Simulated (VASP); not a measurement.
Crystal: Al4Sb3N.

```
N Sb Al
1.0
     6.59955    0.00000   -0.03533
     0.00000    3.97717    0.00000
    -0.03760    0.00000    7.11798
N Sb Al
1 3 4
Direct
  0.99662 0.00000 0.33950
  0.99816 0.50000 0.83910
  0.49655 0.50000 0.18825
  0.51021 0.00000 0.63584
  0.28450 0.00000 0.33140
  0.39437 0.50000 0.83870
  0.91224 0.50000 0.23107
  0.90736 0.00000 0.59612
```

Base run:

```yaml
Program: VASP 6.6.1
Functional: PBE
Potentials_or_basis: VASP PAW PBE potentials, release 64 (N, Sb, Al)
Cutoff: 600 eV
k_mesh: 4 × 6 × 4
Occupations: fermi-dirac, width 0.02 eV
Spin: no spin polarisation
```

Its results: band gap on the k mesh zero (bands 16 and 17 overlap by 0.56 eV); pressure 1.6 GPa; largest force 0.201 eV/Å.

Problem. The run is repeated on the same cell with these changes: functional from PBE to r2SCAN; cutoff from 600 eV to 660 eV. What comes out?

Solution. Band gap on the k mesh zero (bands 16 and 17 overlap by 0.62 eV); pressure 0.1 GPa; largest force 0.048 eV/Å.

Caveats: semilocal functionals underestimate gaps, and a narrow one can read as zero; spin-orbit coupling is left out, which moves the levels of the heavy elements; the PAW data sets were made with another functional, which shifts forces and pressure a little (at least some runs).
